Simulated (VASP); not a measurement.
# Zr2SeS2 (I4/mmm) in VASP: further runs, part 2 of 2

VASP 6.6.1. Earlier steps stand in the parts before.

## (4) Relaxation of cell and atoms, PBE

Contents of INCAR:

```
SYSTEM = Zr2SeS2
  PREC = Accurate
  ENCUT = 600
  EDIFF = 1E-6
  ISMEAR = 0
  SIGMA = 0.1
  LREAL = .False.
  LASPH = .True.
  NELM = 60
  ALGO = Normal
  ISIF = 3
  LWAVE = .False.
  LCHARG = .False.
  GGA = PE
  IBRION = 2
  NSW = 90
  EDIFFG = -0.04
```

Contents of KPOINTS:

```
Automatic mesh
0
Gamma
  6 6 6
  0 0 0
```

Contents of POSCAR:

```
Zr2SeS2
1.0
   -2.0160203100      2.0160203100      6.3519307100
    2.0160203100     -2.0160203100      6.3519307100
    2.0160203100      2.0160203100     -6.3519307100
Zr Se S
2 1 2
Direct
    0.2500000000      0.7500000000      0.5000000000
    0.7500000000      0.2500000000      0.5000000000
    0.0000000000      0.0000000000      0.0000000000
    0.3600000100      0.3600000100      0.0000000000
    0.6399999900      0.6399999900      0.0000000000
```

Potentials or basis: VASP PAW PBE potentials, release 64 (Zr_sv, Se, S).

Launch:

```console
> cat potpaw_PBE.64/Zr_sv/POTCAR potpaw_PBE.64/Se/POTCAR potpaw_PBE.64/S/POTCAR > POTCAR
> mpirun -np 1 vasp_std > vasp.out
```

OUTCAR:

```text
SYSTEM = Zr2SeS2
   PREC = Accurate
   ENCUT = 600
   EDIFF = 1E-6
   ISMEAR = 0
   LREAL = .False.
   LASPH = .True.
   NELM = 60
   ISIF = 3
   GGA = PE
   IBRION = 2
   NSW = 90
   EDIFFG = -0.04

 ion  position               nearest neighbor table
   1  0.250  0.750  0.500-   4 2.45   5 2.45   4 2.45   5 2.45   2 2.85   2 2.85   2 2.85   2 2.85

   2  0.750  0.250  0.500-   4 2.45   5 2.45   4 2.45   5 2.45   1 2.85   1 2.85   1 2.85   1 2.85

   3  0.000  0.000  0.000-
   4  0.360  0.360  0.000-   1 2.45   2 2.45   1 2.45   2 2.45
   5  0.640  0.640  0.000-   1 2.45   2 2.45   1 2.45   2 2.45

  LATTYP: Found a body centered tetragonal cell.
 ALAT       =     4.0320406200
 C/A-ratio  =     3.1507275390

  Lattice vectors:

 A1 = (  -2.0160203100,   2.0160203100,   6.3519307100)
 A2 = (   2.0160203100,  -2.0160203100,   6.3519307100)
 A3 = (   2.0160203100,   2.0160203100,  -6.3519307100)

Analysis of symmetry for initial positions (statically):
=====================================================================
 Subroutine PRICEL returns:
 Original cell was already a primitive cell.

 Routine SETGRP: Setting up the symmetry group for a
 body centered tetragonal supercell.
[... 165 lines left out ...]

 number of electron      42.0000000 magnetization

 Free energy of the ion-electron system (eV)
  ---------------------------------------------------
  ext. energy  EPLUGINS =         0.00000000
  ---------------------------------------------------
  free energy    TOTEN  =       -30.89843643 eV

  energy without entropy =      -30.88422127  energy(sigma->0) =      -30.89132885

------------------------ aborting loop because EDIFF is reached ----------------------------------------

  FORCE on cell =-STRESS in cart. coord.  units (eV):
  Direction    XX          YY          ZZ          XY          YZ          ZX
  --------------------------------------------------------------------------------------
  -------------------------------------------------------------------------------------
  Total       17.1884121     17.1884121     -2.0455969      0.0000000     -0.0000000      0.0000000
  in kB      266.6802115    266.6802115    -31.7376734      0.0000000     -0.0000000      0.0000000
  external PRESSURE =     167.2075832 kB  Pullay stress =       0.0000000 kB
[... 1461 lines left out ...]
     24       7.7235      0.00000
     25       8.1502      0.00000

 [... further k-points ...]

[... ionic steps 4 to 10 ...]

--------------------------------------- Ionic step       11  -------------------------------------------

 number of electron      42.0000000 magnetization

------------------------ aborting loop because EDIFF is reached ----------------------------------------
[... 73 lines left out ...]
--------------------------------------- Ionic step       13  -------------------------------------------

 number of electron      42.0000000 magnetization

 Free energy of the ion-electron system (eV)
  ---------------------------------------------------
  ext. energy  EPLUGINS =         0.00000000
  ---------------------------------------------------
  free energy    TOTEN  =       -34.77506934 eV

  energy without entropy =      -34.76453963  energy(sigma->0) =      -34.76980449

 E-fermi :   7.3932     XC(G=0): -10.3650

 val. band max:        7.3690766496   @ k =   0.3333   0.3333   0.0000
 cond. band min:       7.3967101569   @ k =   0.5000   0.5000   0.0000
 fundamental gap:      0.0276335073
 Fermi energy:         7.3931864823
[... 704 lines left out ...]
  FREE ENERGIE OF THE ION-ELECTRON SYSTEM (eV)
  ---------------------------------------------------
  free  energy   TOTEN  =       -34.7750693448 eV

  energy  without entropy=      -34.7645396267  energy(sigma->0) =      -34.76980449

 reached required accuracy - stopping structural energy minimisation
```

CONTCAR:

```text
Zr2SeS2
   1.00000000000000
    -2.3351736828309777    2.3351736828309777    4.8624622749578732
     2.3351736828309777   -2.3351736828309777    4.8624622749578732
     2.3351736828309777    2.3351736828309777   -4.8624622749578732
  Zr              Se              S
     2     1     2
Direct
     0.2500000000000000    0.7500000000000000    0.5000000000000000
     0.7500000000000000    0.2500000000000000    0.5000000000000000
     0.0000000000000000    0.0000000000000000    0.0000000000000000
     0.3505858542778568    0.3505858542778568    0.0000000000000000
     0.6494141457221432    0.6494141457221432    0.0000000000000000

  0.00000000E+00  0.00000000E+00  0.00000000E+00
  0.00000000E+00  0.00000000E+00  0.00000000E+00
  0.00000000E+00  0.00000000E+00  0.00000000E+00
  0.00000000E+00  0.00000000E+00  0.00000000E+00
  0.00000000E+00  0.00000000E+00  0.00000000E+00
```

Run time: 38 min. Hardware: 1 thread of Intel Xeon 6975P-C (Granite Rapids), shared host; peak memory 0.52 GiB.

Results:

```yaml
Free_energy: -34.7751 eV
Relaxed_volume: 21.21 Å³/atom
Relaxed_cell: a = 5.878 Å, b = 5.878 Å, c = 5.878 Å, α = 133.18°, β = 133.18°, γ = 68.37°
Space_group_after_relaxing_to_0.1_Å: I4/mmm (No. 139)
Energy_gained_by_relaxing: 775.3 meV/atom
Ionic_steps: 13
Pressure_after_relaxing: -0.1 GPa
Largest_force_after_relaxing: 0.025 eV/Å
Band_gap_on_the_k_mesh: zero (bands 21 and 22 overlap by 0.55 eV)
```

Forces in eV/Å, atoms in the order of the input:
```
Zr   0.000  0.000  0.000
Zr   0.000  0.000  0.000
Se   0.000  0.000  0.000
S    0.000  0.000 -0.025
S    0.000  0.000  0.025
```

Step by step:
```tsv
step	energy change (eV)	largest force (eV/Å)	pressure (GPa)	volume (Å³)
1	0.0000	0.8666	16.72	103.27
2	-1.2407	2.5064	-12.16	137.59
3	-1.6589	1.7936	-5.84	124.37
4	-3.1734	1.2085	-7.27	119.99
5	-3.5293	0.9655	-7.65	117.40
6	-3.2545	0.4407	-7.40	110.81
7	-3.5931	0.8897	-7.81	115.93
8	-3.5301	1.1614	12.02	96.73
9	-3.8760	0.0322	-0.16	106.19
10	-3.8762	0.0119	0.03	106.00
11	-3.8761	0.0087	0.23	105.81
12	-3.8764	0.0480	-0.36	106.24
13	-3.8766	0.0252	-0.12	106.06
```

Final structure:
```
Zr Se S
1.0
    -2.33517    2.33517    4.86246
     2.33517   -2.33517    4.86246
     2.33517    2.33517   -4.86246
Zr Se S
2 1 2
Direct
  0.25000 0.75000 0.50000
  0.75000 0.25000 0.50000
  0.00000 0.00000 0.00000
  0.35059 0.35059 0.00000
  0.64941 0.64941 0.00000
```

Caveat: a cell axis changed by over 15 % at a fixed basis, so the end point is rough.

## (5) Single point, PBE

This run uses another cell than the first one, of 21.17 Å³/atom.

Contents of INCAR:

```
SYSTEM = Zr2SeS2
ALGO = Normal
EDIFF = 1E-6
ENCUT = 520
GGA = PE
ISIF = 2
ISMEAR = 0
LASPH = .TRUE.
LCHARG = .FALSE.
LREAL = .FALSE.
LWAVE = .FALSE.
NBANDS = 29
NELM = 100
PREC = Accurate
SIGMA = 0.1
```

Contents of KPOINTS:

```
k-points
0
G
  12 12 12
  0 0 0
```

Contents of POSCAR:

```
Zr2SeS2
1.0
   -2.3365351507      2.3365351507      4.8474428549
    2.3365351507     -2.3365351507      4.8474428549
    2.3365351507      2.3365351507     -4.8474428549
Zr Se S
2 1 2
Direct
    0.2500000000      0.7500000000      0.5000000000
    0.7500000000      0.2500000000      0.5000000000
    0.0000000000      0.0000000000      0.0000000000
    0.3500903180      0.3500903180      0.0000000000
    0.6499096820      0.6499096820      0.0000000000
```

Launch:

```console
> cat potpaw_PBE.64/Zr_sv/POTCAR potpaw_PBE.64/Se/POTCAR potpaw_PBE.64/S/POTCAR > POTCAR
> mpirun -np 1 vasp_std > vasp.out
```

It took 5.2 min on 1 thread of Intel Xeon 6975P-C (Granite Rapids), shared host; peak memory 0.65 GiB.

The run converged. Its results:

| Quantity | Value |
| --- | --- |
| Free energy | -34.7785 eV |
| Pressure | 0.0 GPa |
| Largest force | 0.008 eV/Å |
| Band gap on the k mesh | zero (bands 21 and 22 overlap by 0.73 eV) |

Forces in eV/Å, atoms in the order of the input:
```
Zr   0.000  0.000  0.000
Zr   0.000  0.000  0.000
Se   0.000  0.000  0.000
S    0.000  0.000  0.008
S    0.000  0.000 -0.008
```

Levels at points of the mesh, in eV from the Fermi level:
| k point | band 18 | band 19 | band 20 | band 21 | band 22 | band 23 | band 24 | band 25 |
| --- | --- | --- | --- | --- | --- | --- | --- | --- |
| (0.00, 0.00, 0.00) | -2.42 | -1.47 | -1.47 | -0.54 | 1.24 | 1.48 | 1.64 | 1.76 |
| (0.50, 0.00, 0.00) | -2.72 | -2.69 | -2.09 | -0.54 | 0.11 | 0.68 | 1.23 | 1.38 |
| (0.50, 0.50, 0.00) | -2.79 | -2.63 | -0.82 | -0.05 | 0.37 | 0.95 | 1.26 | 1.41 |
| (0.50, 0.50, 0.50) | -2.46 | -2.35 | -1.85 | -1.85 | 0.04 | 1.71 | 2.52 | 2.52 |

## (6) Overview

```csv
task,cell,k mesh,cutoff (eV),gap on the mesh (eV),pressure (GPa),largest force (eV/Å)
single point,"a = 6.962 Å, angles 146.3, 146.3, 48.3°, 5 atoms, atomic positions A",6 × 6 × 6,520,none,16.7,0.87
single point,"a = 5.869 Å, angles 133.1, 133.1, 68.5°, 5 atoms, atomic positions B",6 × 6 × 6,520,none,0.0,0.01
relaxation of cell and atoms,"relaxed from a = 6.962 Å, angles 146.3, 146.3, 48.3°, 5 atoms, atomic positions A",6 × 6 × 6,600,none,-0.1,0.03
single point,"a = 5.867 Å, angles 133.1, 133.1, 68.6°, 5 atoms, atomic positions B",12 × 12 × 12,520,none,0.0,0.01
```

Alike in all rows: level PBE; potentials or basis VASP PAW PBE potentials, release 64 (Zr_sv, Se, S); no spin polarisation; smearing gaussian 0.1 eV.

Caveats: the cell stands under pressure (at least some runs); a cell axis changed by over 15 % at a fixed basis, so the end point is rough (at least some runs).

Total energies depend on the potentials used, so only differences within one code and one set of settings carry meaning.
